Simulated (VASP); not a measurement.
Input of a VASP 6.6.1 run:

File INCAR:

```
SYSTEM = Al2O3
ALGO     = Normal         ! electronic algorithm
EDIFF    = 1E-6           ! SCF threshold, eV
EDIFFG   = -0.01          ! ionic threshold
ENCUT    = 600            ! plane-wave cutoff, eV
GGA      = PS             ! functional
IBRION   = 2              ! ionic algorithm
ISIF     = 3              ! what is computed and relaxed
ISMEAR   = 0              ! smearing method
IVDW     = 12             ! dispersion correction
LASPH    = .True.         ! aspherical terms in the spheres
LCHARG   = .False.        ! write CHGCAR
LREAL    = .False.        ! projectors in reciprocal space
LWAVE    = .False.        ! write WAVECAR
NELM     = 80             ! most SCF steps
NSW      = 100            ! ionic steps
PREC     = Accurate       ! precision mode
SIGMA    = 0.01           ! smearing width, eV
```

File KPOINTS:

```
k-points
0
Gamma
  12 12 4
  0 0 0
```

POSCAR

```
Al2O3
1.0
    3.0174830000      0.0000000000      0.0000000000
   -1.5087415000      2.6132169335      0.0000000000
    0.0000000000      0.0000000000      7.5746360000
Al O
2 3
Direct
    0.0000000000      0.0000000000      0.2779510000
    0.0000000000      0.0000000000      0.7220490000
    0.3333333333      0.6666666667      0.1994540000
    0.6666666667      0.3333333333      0.8005460000
    0.0000000000      0.0000000000      0.5000000000
```

Potentials or basis: VASP PAW PBE potentials, release 64 (Al, O).

The run is started by

```console
$ cat potpaw_PBE.64/Al/POTCAR potpaw_PBE.64/O/POTCAR > POTCAR
$ mpirun -np 1 vasp_std > vasp.out
```

(1) What does it give for the band gap on the k mesh?

(2) Predict the relaxed volume.

Answers

(1) 2.38 eV.

(2) 11.15 Å³/atom.

Caveat: the PAW data sets were made with another functional, which shifts forces and pressure a little.
